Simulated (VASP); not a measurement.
# Ir (Fd-3m) in VASP: notebook, part 2 of 2

VASP 6.6.1.

## 3. Single point, revPBE (volume scaled by 1.08)

File INCAR:

```
SYSTEM = Ir
PREC = Accurate
ENCUT = 520
EDIFF = 1E-6
ISMEAR = -1
SIGMA = 0.1
LREAL = .FALSE.
LASPH = .TRUE.
NELM = 60
ALGO = Normal
ISIF = 2
LWAVE = .FALSE.
LCHARG = .TRUE.
GGA = RE
LELF = .TRUE.
LVHAR = .TRUE.
NBANDS = 16
```

File KPOINTS:

```
Automatic mesh
0
G
  11 11 11
  0 0 0
```

File POSCAR:

```
Ir
1.0
    0.0000000000      2.8680383684      2.8680383684
    2.8680383684      0.0000000000      2.8680383684
    2.8680383684      2.8680383684      0.0000000000
Ir
2
Direct
    0.1250000000      0.1250000000      0.1250000000
    0.8750000000      0.8750000000      0.8750000000
```

Potentials or basis: VASP PAW PBE potentials, release 64 (Ir).

The run is started by

```
$ cat potpaw_PBE.64/Ir/POTCAR > POTCAR
$ mpirun -np 1 vasp_std > vasp.out
```

OUTCAR:

```text
SYSTEM = Ir
   PREC = Accurate
   ENCUT = 520
   EDIFF = 1E-6
   ISMEAR = -1
   LREAL = .FALSE.
   LASPH = .TRUE.
   NELM = 60
   ISIF = 2
   GGA = RE

 ion  position               nearest neighbor table
   1  0.125  0.125  0.125-   2 2.48   2 2.48   2 2.48   2 2.48
   2  0.875  0.875  0.875-   1 2.48   1 2.48   1 2.48   1 2.48

  LATTYP: Found a face centered cubic cell.
 ALAT       =     5.7360767368

  Lattice vectors:

 A1 = (   0.0000000000,   2.8680383684,   2.8680383684)
 A2 = (   2.8680383684,   0.0000000000,   2.8680383684)
 A3 = (   2.8680383684,   2.8680383684,   0.0000000000)

Analysis of symmetry for initial positions (statically):
=====================================================================
 Subroutine PRICEL returns:
 Original cell was already a primitive cell.

 Routine SETGRP: Setting up the symmetry group for a
 face centered cubic supercell.

 Subroutine GETGRP returns: Found 48 space group operations
 (whereof 12 operations were pure point group operations)
 out of a pool of 48 trial point group operations.
[... 158 lines left out ...]
  ---------------------------------------------------
  ext. energy  EPLUGINS =         0.00000000
  ---------------------------------------------------
  free energy    TOTEN  =       -14.64703706 eV

  energy without entropy =      -14.56092035  energy(sigma->0) =      -14.60397870

 E-fermi :   4.2407     XC(G=0): -10.6071

 val. band max:        4.2131220124   @ k =  -0.1818   0.1818   0.0000
 cond. band min:       4.2695633982   @ k =  -0.2727   0.2727   0.0000
 fundamental gap:      0.0564413857
 Fermi energy:         4.2406548232

 k-point     1 :       0.0000    0.0000    0.0000
  band No.  band energies     occupation
      1      -3.0564      2.00000
      2      -0.1906      2.00000
      3      -0.1906      2.00000
      4       0.0709      2.00000
      5       0.0709      2.00000
      6       0.0709      2.00000
[... 433 lines left out ...]
      3      -0.1653      2.00000
      4      -0.1151      2.00000
      5       0.2726      2.00000
      6       0.9394      2.00000
[... 8 lines left out ...]
     15      14.7060      0.00000
     16      16.4858      0.00000

 [... further k-points ...]
[... 5 lines left out ...]
  --------------------------------------------------------------------------------------
  -------------------------------------------------------------------------------------
  Total       -3.3042140     -3.3042140     -3.3042140      0.0000000      0.0000000      0.0000000
  in kB     -112.2002653   -112.2002653   -112.2002653      0.0000000      0.0000000      0.0000000
  external PRESSURE =    -112.2002653 kB  Pullay stress =       0.0000000 kB

 VOLUME and BASIS-vectors are now :
 -----------------------------------------------------------------------------
  energy-cutoff  :      520.00
  volume of cell :       47.18
      direct lattice vectors                 reciprocal lattice vectors
     0.000000000  2.868038368  2.868038368    -0.174335185  0.174335185  0.174335185
     2.868038368  0.000000000  2.868038368     0.174335185 -0.174335185  0.174335185
     2.868038368  2.868038368  0.000000000     0.174335185  0.174335185 -0.174335185

 POSITION                                       TOTAL-FORCE (eV/Angst)
 -----------------------------------------------------------------------------------
      0.71701      0.71701      0.71701        -0.000000     -0.000000     -0.000000
      5.01907      5.01907      5.01907         0.000000      0.000000      0.000000
 -----------------------------------------------------------------------------------
    total drift:                               -0.000000      0.000000      0.000000

  FREE ENERGIE OF THE ION-ELECTRON SYSTEM (eV)
  ---------------------------------------------------
  free  energy   TOTEN  =       -14.6470370553 eV

  energy  without entropy=      -14.5609203490  energy(sigma->0) =      -14.60397870
```

stdout:

```text
POSCAR found type information on POSCAR Ir
 POSCAR found :  1 types and       2 ions
 scaLAPACK will be used
 -----------------------------------------------------------------------------
|                                                                             |
|                                                                             |
|     You enforced a specific xc type in the INCAR file but a different       |
|     I HOPE YOU KNOW WHAT YOU ARE DOING!                                     |
|                                                                             |
 -----------------------------------------------------------------------------

 LDA part: xc-table for (Slater+PW92), standard interpolation
 POSCAR, INCAR and KPOINTS ok, starting setup
 FFT: planning ... GRIDC
 FFT: planning ... GRID_SOFT
 FFT: planning ... GRID
 WAVECAR not read
 entering main loop
```

Wall time 44 s (1 thread of Intel Xeon Platinum 8259CL at 2.50GHz (Skylake/Cascade Lake), shared host); peak memory 0.19 GiB.

Results:

```
Free energy            : -14.6470 eV
Pressure               : -11.2 GPa
Band gap on the k mesh : zero (band 9 reaches 5.04 eV, above the bottom of band 10 at 3.82 eV)
```

Levels at points of the mesh, in eV from the Fermi level:
```tsv
k point	band 5	band 6	band 7	band 8	band 9	band 10	band 11	band 12	band 13	band 14
(0.00, 0.00, 0.00)	-4.17	-4.17	-1.53	-1.53	-1.53	0.61	0.61	10.55	10.58	11.88
```

Caveat: the cell differs from its parent crystal (volume scaled by 1.08); the PAW data sets were made with another functional, which shifts forces and pressure a little; spin-orbit coupling is left out, which moves the levels of the heavy elements.

## 4. Single point, revPBE (volume scaled by 1.12)

File INCAR:

```
SYSTEM = Ir
PREC = Accurate
ENCUT = 520
EDIFF = 1E-6
ISMEAR = -1
SIGMA = 0.1
LREAL = .False.
LASPH = .True.
NELM = 60
ALGO = Normal
ISIF = 2
LWAVE = .False.
LCHARG = .False.
GGA = RE
NBANDS = 16
```

File KPOINTS:

```
regular mesh
0
Gamma
  11 11 11
  0 0 0
```

File POSCAR:

```
Ir
1.0
    0.0000000000      2.9030178935      2.9030178935
    2.9030178935      0.0000000000      2.9030178935
    2.9030178935      2.9030178935      0.0000000000
Ir
2
Direct
    0.1250000000      0.1250000000      0.1250000000
    0.8750000000      0.8750000000      0.8750000000
```

The run is started by

```
$ cat potpaw_PBE.64/Ir/POTCAR > POTCAR
$ mpirun -np 1 vasp_std > vasp.out
```

Wall time 31 s (1 thread of Intel Xeon Platinum 8259CL at 2.50GHz (Skylake/Cascade Lake), shared host); peak memory 0.19 GiB.

It converged, with:

| Item | Value |
| --- | --- |
| Free energy | -14.5042 eV |
| Pressure | -14.9 GPa |
| Band gap on the k mesh | zero (band 9 reaches 4.60 eV, above the bottom of band 10 at 3.45 eV) |

Levels at points of the mesh, in eV from the Fermi level:
| k point | band 6 | band 7 | band 8 | band 9 | band 10 | band 11 | band 12 | band 13 |
| --- | --- | --- | --- | --- | --- | --- | --- | --- |
| (0.00, 0.00, 0.00) | -3.99 | -1.46 | -1.46 | -1.46 | 0.55 | 0.55 | 10.39 | 10.41 |

Caveat: the cell differs from its parent crystal (volume scaled by 1.12); the PAW data sets were made with another functional, which shifts forces and pressure a little; spin-orbit coupling is left out, which moves the levels of the heavy elements.

## 5. Relaxation of cell and atoms, revPBE

This run uses another cell than the first one, of 19.10 Å³/atom, 0.841 times its volume.

File INCAR:

```
SYSTEM = Ir
ALGO     = Normal         ! electronic algorithm
EDIFF    = 1E-7           ! SCF threshold, eV
EDIFFG   = -0.01          ! ionic threshold
ENCUT    = 600            ! plane-wave cutoff, eV
GGA      = RE             ! functional
IBRION   = 2              ! ionic algorithm
ISIF     = 3              ! what is computed and relaxed
ISMEAR   = -1             ! smearing method
LASPH    = .True.         ! aspherical terms in the spheres
LCHARG   = .False.        ! write CHGCAR
LREAL    = .False.        ! projectors in reciprocal space
LWAVE    = .False.        ! write WAVECAR
NELM     = 80             ! most SCF steps
NSW      = 80             ! ionic steps
PREC     = Accurate       ! precision mode
SIGMA    = 0.1            ! smearing width, eV
```

File KPOINTS:

```
k-points
0
Gamma
  10 10 10
  0 0 0
```

File POSCAR:

```
Ir
1.0
    0.0000000000      2.6731374252      2.6731374252
    2.6731374252      0.0000000000      2.6731374252
    2.6731374252      2.6731374252      0.0000000000
Ir
2
Direct
    0.1250000000      0.1250000000      0.1250000000
    0.8750000000      0.8750000000      0.8750000000
```

The run is started by

```
$ cat potpaw_PBE.64/Ir/POTCAR > POTCAR
$ mpirun -np 1 vasp_std > vasp.out
```

Run time: 2.2 min. Hardware: 1 thread of Intel Xeon Platinum 8259CL at 2.50GHz (Skylake/Cascade Lake), shared host; peak memory 0.19 GiB.

It converged, with:

* Free energy: -14.7838 eV
* Relaxed volume: 21.81 Å³/atom
* Relaxed cell: a = 3.951 Å, b = 3.951 Å, c = 3.951 Å, α = 60.00°, β = 60.00°, γ = 60.00°
* Space group after relaxing (to 0.05 Å): Fd-3m (No. 227)
* Energy gained by relaxing: 235.1 meV/atom
* Ionic steps: 5
* Pressure after relaxing: 0.0 GPa
* Band gap on the k mesh: zero (band 9 reaches 6.09 eV, above the bottom of band 10 at 4.48 eV)

Step by step:
```tsv
step	energy change (eV)	largest force (eV/Å)	pressure (GPa)	volume (Å³)
1	0.0000	0.0000	31.63	38.20
2	1.7207	0.0000	-24.12	63.07
3	-0.4613	0.0000	-3.24	44.48
4	-0.4699	0.0000	-0.64	43.78
5	-0.4703	0.0000	0.00	43.62
```

Final structure:
```xyz
2
Lattice="0.0000 2.7939 2.7939 2.7939 0.0000 2.7939 2.7939 2.7939 0.0000" Properties=species:S:1:pos:R:3 pbc="T T T"
Ir    0.6985    0.6985    0.6985
Ir    4.8894    4.8894    4.8894
```

Levels at points of the mesh, in eV from the Fermi level:
```csv
k point,band 6,band 7,band 8,band 9,band 10,band 11,band 12,band 13
"(0.00, 0.00, 0.00)",-4.59,-1.71,-1.71,-1.71,0.75,0.75,10.84,10.93
"(0.50, 0.00, 0.00)",-4.59,-1.86,-1.00,-1.00,0.23,0.23,1.42,8.65
"(0.50, 0.50, 0.00)",-3.61,-2.42,-2.42,0.55,0.55,1.94,1.94,3.76
```

Caveat: the PAW data sets were made with another functional, which shifts forces and pressure a little; spin-orbit coupling is left out, which moves the levels of the heavy elements.

## 6. Single point, revPBE

This run uses another cell than the first one, of 21.84 Å³/atom, 0.962 times its volume.

File INCAR:

```
SYSTEM = Ir
PREC = Accurate
ENCUT = 520
EDIFF = 1E-6
ISMEAR = -1
SIGMA = 0.1
LREAL = .FALSE.
LASPH = .TRUE.
NELM = 100
ALGO = Normal
ISIF = 2
LWAVE = .FALSE.
LCHARG = .FALSE.
GGA = RE
NBANDS = 16
```

File KPOINTS:

```
regular mesh
0
G
  16 16 16
  0 0 0
```

File POSCAR:

```
Ir
1.0
    0.0000000000      2.7953983544      2.7953983544
    2.7953983544      0.0000000000      2.7953983544
    2.7953983544      2.7953983544      0.0000000000
Ir
2
Direct
    0.1250000000      0.1250000000      0.1250000000
    0.8750000000      0.8750000000      0.8750000000
```

Potentials or basis: VASP PAW PBE potentials, release 64 (Ir).

The run is started by

```
$ cat potpaw_PBE.64/Ir/POTCAR > POTCAR
$ mpirun -np 1 vasp_std > vasp.out
```

Wall time 89 s (1 thread of Intel Xeon Platinum 8259CL at 2.50GHz (Skylake/Cascade Lake), shared host); peak memory 0.23 GiB.

The run converged. Its results:

- Free energy: -14.7833 eV
- Pressure: -0.4 GPa
- Band gap on the k mesh: zero (band 9 reaches 6.13 eV, above the bottom of band 10 at 4.53 eV)

Levels at points of the mesh, in eV from the Fermi level:
| k point | band 6 | band 7 | band 8 | band 9 | band 10 | band 11 | band 12 | band 13 |
| --- | --- | --- | --- | --- | --- | --- | --- | --- |
| (0.00, 0.00, 0.00) | -4.57 | -1.70 | -1.70 | -1.70 | 0.75 | 0.75 | 10.84 | 10.94 |
| (0.50, 0.00, 0.00) | -4.57 | -1.85 | -0.99 | -0.99 | 0.24 | 0.24 | 1.42 | 8.64 |
| (0.50, 0.50, 0.00) | -3.60 | -2.41 | -2.41 | 0.56 | 0.56 | 1.94 | 1.94 | 3.77 |

Caveat: the PAW data sets were made with another functional, which shifts forces and pressure a little; spin-orbit coupling is left out, which moves the levels of the heavy elements.

## 7. Overview

```tsv
task	cell	k mesh	cutoff (eV)	gap on the mesh (eV)	pressure (GPa)
single point	a = 4.005 Å, angles 60.0°, 2 atoms	11 × 11 × 11	520	none	-6.5
single point	a = 4.056 Å, angles 60.0°, 2 atoms	11 × 11 × 11	520	none	-11.2
single point	a = 4.105 Å, angles 60.0°, 2 atoms	11 × 11 × 11	520	none	-14.9
relaxation of cell and atoms	relaxed from a = 3.780 Å, angles 60.0°, 2 atoms	10 × 10 × 10	600	none	0.0
single point	a = 3.953 Å, angles 60.0°, 2 atoms	16 × 16 × 16	520	none	-0.4
```

Alike in all rows: level revPBE; potentials or basis VASP PAW PBE potentials, release 64 (Ir); no spin polarisation; smearing fermi-dirac 0.1 eV.

Caveats: the PAW data sets were made with another functional, which shifts forces and pressure a little; spin-orbit coupling is left out, which moves the levels of the heavy elements.

Absolute energies hang on the potentials; compare differences alone.
